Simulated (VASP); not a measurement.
**NbTeS4: single point with PBE**

Crystal: NbTeS4.

```
CELL_PARAMETERS angstrom
-3.01975 3.01975 3.10891
3.01975 -3.01975 3.10891
3.01975 3.01975 -3.10891
ATOMIC_POSITIONS crystal
Nb 0.50000 0.50000 0.00000
Te 0.00000 0.00000 0.00000
S 0.92018 0.42018 0.84036
S 0.57982 0.07982 0.15964
S 0.07982 0.92018 0.50000
S 0.42018 0.57982 0.50000
```

The cell was generated, and may not be a known phase.

- Program: VASP 6.6.1
- Task: single point
- Functional: PBE
- Potentials or basis: VASP PAW PBE potentials, release 64 (Nb_sv, Te, S)
- Cutoff: 520 eV
- k mesh: 10 × 10 × 10
- Occupations: gaussian, width 0.1 eV
- Spin: no spin polarisation

* Pressure: -0.2 GPa
* Largest force: 0.012 eV/Å
* Band gap on the k mesh: zero (an odd number of electrons rules out a gap without spin polarisation)

Forces on the atoms (eV/Å):
```
Nb   0.000  0.000  0.000
Te   0.000  0.000  0.000
S    0.009  0.009  0.000
S   -0.009 -0.009  0.000
S    0.009 -0.009  0.000
S   -0.009  0.009  0.000
```

Stress tensor (GPa, compression positive):
```
-0.20  0.00  0.00
 0.00 -0.20  0.00
 0.00  0.00 -0.28
```

Levels at points of the mesh, in eV from the Fermi level:
| k point | band 17 | band 18 | band 19 | band 20 | band 21 | band 22 | band 23 | band 24 | band 25 | band 26 |
| --- | --- | --- | --- | --- | --- | --- | --- | --- | --- | --- |
| (0.00, 0.00, 0.00) | -2.05 | -1.67 | -1.50 | -0.49 | -0.03 | -0.03 | 1.15 | 1.26 | 1.26 | 2.61 |
| (0.50, 0.00, 0.00) | -2.50 | -1.81 | -1.67 | -1.66 | -0.39 | -0.25 | 0.87 | 1.26 | 1.48 | 2.35 |
| (0.50, 0.50, 0.00) | -2.18 | -1.85 | -1.57 | -1.06 | -0.57 | -0.36 | 0.02 | 0.97 | 1.42 | 1.66 |
| (0.50, 0.50, 0.50) | -2.33 | -1.32 | -1.13 | 0.01 | 0.01 | 0.41 | 0.57 | 0.59 | 0.59 | 0.68 |

It took 2.7 min on 1 thread of Intel(R) Xeon(R) 6975P-C (Granite Rapids) (shared host), peak memory 0.47 GiB.

Caveat: spin-orbit coupling is left out, which moves the levels of the heavy elements; an odd number of electrons without spin polarisation forces a metal; a magnetic or distorted state may lie lower.
